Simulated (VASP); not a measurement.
A run of VASP 6.6.1 is set up as follows.

Contents of INCAR:

```
SYSTEM = Ta2N
ALGO = Normal
EDIFF = 1E-6
ENCUT = 520
GGA = RP
ISIF = 2
ISMEAR = -1
IVDW = 13
LASPH = .TRUE.
LCHARG = .FALSE.
LREAL = .FALSE.
LWAVE = .FALSE.
NBANDS = 20
NELM = 80
PREC = Accurate
SIGMA = 0.05
```

The input KPOINTS:

```
k-points
0
G
  10 10 6
  0 0 0
```

POSCAR

```
Ta2N
1.0
    3.0833989676      0.0000000000      0.0000000000
   -1.5416994838      2.6703018359      0.0000000000
    0.0000000000      0.0000000000      4.8833307848
Ta N
2 1
Direct
    0.3333333333      0.6666666667      0.2565806988
    0.6666666667      0.3333333333      0.7434193012
    0.0000000000      0.0000000000      0.0000000000
```

Potentials or basis: VASP PAW PBE potentials, release 64 (Ta_pv, N).

The run is started by

```bash
$ cat potpaw_PBE.64/Ta_pv/POTCAR potpaw_PBE.64/N/POTCAR > POTCAR
$ mpirun -np 1 vasp_std > vasp.out
```

Question: Predict the largest force.

Answer: 0.051 eV/Å.

Question: What does it give for the pressure?

Answer: 0.4 GPa.

Question: Predict the dispersion energy per atom.

Answer: -0.554 eV.

Forces on the atoms (eV/Å):
```
Ta   0.000  0.000  0.051
Ta   0.000  0.000 -0.051
N    0.000  0.000  0.000
```

Caveat: the PAW data sets were made with another functional, which shifts forces and pressure a little; pairwise dispersion overbinds metals, which lowers pressure and volume.
